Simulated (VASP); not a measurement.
A run of VASP 6.6.1:

The input INCAR:

```
  ALGO = Normal
  EDIFF = 1E-6
  ENCUT = 520
  ISIF = 2
  ISMEAR = -1
  ISPIN = 2
  LASPH = T
  LCHARG = F
  LMAXMIX = 4
  LORBIT = 11
  LREAL = F
  LWAVE = F
  MAGMOM = 2.5 0
  NBANDS = 16
  NELM = 150
  PREC = Accurate
  SIGMA = 0.1
```

File KPOINTS:

```
k-points
0
Gamma
  10 10 10
```

Contents of POSCAR:

```
CoH
1.0
    2.3391289030      0.0000000000      0.0000000000
    0.0000000000      2.3391289030      0.0000000000
    0.0000000000      0.0000000000      2.3391289030
Co H
1 1
Direct
    0.0000000000      0.0000000000      0.0000000000
    0.5000000000      0.5000000000      0.5000000000
```

Potentials or basis: VASP PAW LDA potentials, release 64 (Co, H).

Command:

```console
$ cat potpaw_LDA.64/Co/POTCAR potpaw_LDA.64/H/POTCAR > POTCAR
$ mpirun -np 1 vasp_std > vasp.out
```

Hardware: 1 thread of Intel(R) Xeon(R) Platinum 8488C (Sapphire Rapids), on a shared host.

Q: Estimate the wall time of this run.

A: Wall time 18 s on 1 thread of Intel(R) Xeon(R) Platinum 8488C (Sapphire Rapids), on a shared host, peak memory 0.13 GiB. Counts: scf iterations 13, k points 56.
